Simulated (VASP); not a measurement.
Wanted: the native input for a VASP 6.6.1 run.

| Property | Result |
| --- | --- |
| Task | single point |
| Functional | r2SCAN |
| Potentials or basis | VASP PAW PBE potentials, release 64 (C, O) |
| Cutoff | 520 eV |
| k mesh | 4 × 4 × 4 |
| Occupations | gaussian, width 0.1 eV |
| Spin | no spin polarisation |
| Dipole correction | no |
| Further INCAR settings | ALGO = Normal; EDIFF = 1e-06; NBANDS = 44 |

Crystal: CO2.

```
C O
1.0
    -2.38988    4.35021    4.04665
     2.38988   -4.35021    4.04665
     2.38988    4.35021   -4.04665
C O
4 8
Direct
  0.92942 0.84483 0.08459
  0.73976 0.15517 0.58459
  0.07058 0.15517 0.91541
  0.26024 0.84483 0.41541
  0.13070 0.88070 0.25000
  0.86930 0.11930 0.75000
  0.79283 0.50000 0.79283
  0.20717 0.00000 0.70717
  0.20717 0.50000 0.20717
  0.79283 0.00000 0.29283
  0.00000 0.00000 0.00000
  0.50000 0.00000 0.50000
```

One way to write it, as run:

POSCAR

```
CO2
1.0
   -2.3898806764      4.3502109287      4.0466516692
    2.3898806764     -4.3502109287      4.0466516692
    2.3898806764      4.3502109287     -4.0466516692
C O
4 8
Direct
    0.9294151599      0.8448275440      0.0845876159
    0.7397600720      0.1551724560      0.5845876159
    0.0705848401      0.1551724560      0.9154123841
    0.2602399280      0.8448275440      0.4154123841
    0.1307005234      0.8807005234      0.2500000000
    0.8692994766      0.1192994766      0.7500000000
    0.7928299686      0.5000000000      0.7928299686
    0.2071700314      0.0000000000      0.7071700314
    0.2071700314      0.5000000000      0.2071700314
    0.7928299686      0.0000000000      0.2928299686
    0.0000000000      0.0000000000      0.0000000000
    0.5000000000      0.0000000000      0.5000000000
```

INCAR.step1

```
  ALGO = Normal
  EDIFF = 1E-4
  ENCUT = 520
  GGA = PE
  ISMEAR = 0
  LASPH = True
  LCHARG = False
  LREAL = False
  LWAVE = True
  NBANDS = 44
  NELM = 80
  PREC = Accurate
  SIGMA = 0.1
```

INCAR.step2

```
  ALGO = Normal
  EDIFF = 1E-6
  ENCUT = 520
  ISIF = 2
  ISMEAR = 0
  ISTART = 1
  LASPH = True
  LCHARG = False
  LMIXTAU = True
  LREAL = False
  LWAVE = False
  METAGGA = R2SCAN
  NBANDS = 44
  NELM = 80
  PREC = Accurate
  SIGMA = 0.1
```

KPOINTS

```
k-points
0
Gamma
  4 4 4
```

Potentials or basis: VASP PAW PBE potentials, release 64 (C, O).

Launch:

```bash
$ cat potpaw_PBE.64/C/POTCAR potpaw_PBE.64/O/POTCAR > POTCAR
$ cp INCAR.step1 INCAR
$ mpirun -np 1 vasp_std > vasp.out
$ cp INCAR.step2 INCAR
$ mpirun -np 1 vasp_std > vasp.out
```

Results of the run:

```
Pressure               : -26.9 GPa
Largest force          : 2.661 eV/Å
Band gap on the k mesh : 2.11 eV
```

Caveat: the stress differs along the axes, from -30 to -22 GPa; the PAW data sets were made with another functional, which shifts forces and pressure a little.

Run time: 8.4 min on 1 thread of AMD EPYC 9R45 96-Core Processor (Zen 5), on a shared host, peak memory 0.37 GiB.
